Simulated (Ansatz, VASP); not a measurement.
Ta: VASP beside Ansatz

The input INCAR:

```
  PREC = Accurate
  ENCUT = 520
  EDIFF = 1E-7
  ISMEAR = 0
  SIGMA = 0.15
  LREAL = False
  LASPH = True
  NELM = 60
  ALGO = Fast
  ISIF = 2
  LWAVE = False
  LCHARG = False
  GGA = PS
  NBANDS = 12
```

Contents of KPOINTS:

```
Automatic mesh
0
Gamma
  20 20 20
```

Contents of POSCAR:

```
Ta
1.0
   -1.6512800000      1.6512800000      1.8989720000
    1.6512800000     -1.6512800000      1.8989720000
    1.6512800000      1.6512800000     -1.8989720000
Ta
1
Direct
    0.0000000000      0.0000000000      0.0000000000
```

Input for Ansatz:

```yaml
crystal:
  lattice:
    - [-1.65128, 1.65128, 1.898972]
    - [1.65128, -1.65128, 1.898972]
    - [1.65128, 1.65128, -1.898972]
  atoms:
    - { symbol: Ta, position: [0.0, 0.0, 0.0] }
basis:
  ecutwfc: 420
kpoints:
  mp_grid: { grid: [20, 20, 20] }
hamiltonian:
  xc: pbesol
scf:
  occupations: { method: gaussian, width: 0.15 }
output:
  forces: true
  stress: true
  eigenvalues: true
  write_density: true
  write_potential: true
  elf: true
  volumetric_format: npy
```

Change from the starting cell: strain +0.1500 x Voigt [0, 0, 1, 0, 0, 0], atoms carried along.

Alike in both runs: task single point; functional PBEsol; k mesh 20 × 20 × 20; occupations gaussian, width 0.15 eV; no spin polarisation.

|  | VASP | Ansatz |
| --- | --- | --- |
| version | VASP 6.6.1 | Ansatz 0.2.0 |
| potentials or method | VASP PAW PBE potentials, release 64 (Ta_pv), cutoff 520 eV | scalar-relativistic, plane waves, PAW |
| valence electrons in the cell | 11 | 13 |

```tsv
	VASP	Ansatz	Ansatz less VASP
gap on the k mesh at the Fermi level (eV)	none	none	-
pressure (GPa)	-23.2	-23.2	+0.02
traceless stress, the component that is largest in VASP (GPa)	-5.32	-5.32	+0.001
```

VASP's potentials were made for PBE, not for PBEsol. A gap of «none» marks a metal or a gap that the smearing closes. VASP's potentials hold 11 valence electrons a cell and Ansatz's 13, so a difference there can come from the potentials and not from the codes.

Neither program's run includes spin-orbit coupling.
